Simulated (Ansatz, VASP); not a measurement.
**One calculation of BN, two programs**

```
B N
1.0
     2.54064    0.00000    0.00000
    -1.27032    2.20026    0.00000
     0.00000    0.00000    4.20269
B N
2 2
Cartesian
  0.0000 1.4668 -0.0010
  1.2703 0.7334 2.1003
  0.0000 1.4668 1.5728
  1.2703 0.7334 3.6742
```

Alike in both runs: task single point; functional PBEsol; k mesh 9 × 9 × 6; no spin polarisation.

```csv
,VASP,Ansatz
version,VASP 6.6.1,Ansatz 0.2.0
potentials or method,"VASP PAW PBE potentials, release 64 (B, N), cutoff 600 eV","scalar-relativistic, plane waves, PAW"
occupations,"gaussian, width 0.01 eV",fixed
valence electrons in the cell,16,16
```

|  | VASP | Ansatz | Ansatz less VASP |
| --- | --- | --- | --- |
| gap on the k mesh at the Fermi level (eV) | 4.95 | 4.96 | +0.012 |
| least direct gap on the mesh (eV) | 8.21 | 8.21 | +0.001 |
| pressure (GPa) | 0.5 | 0.0 | -0.49 |

VASP's potentials were made for PBE, not for PBEsol, and Ansatz warns of the same on its side.
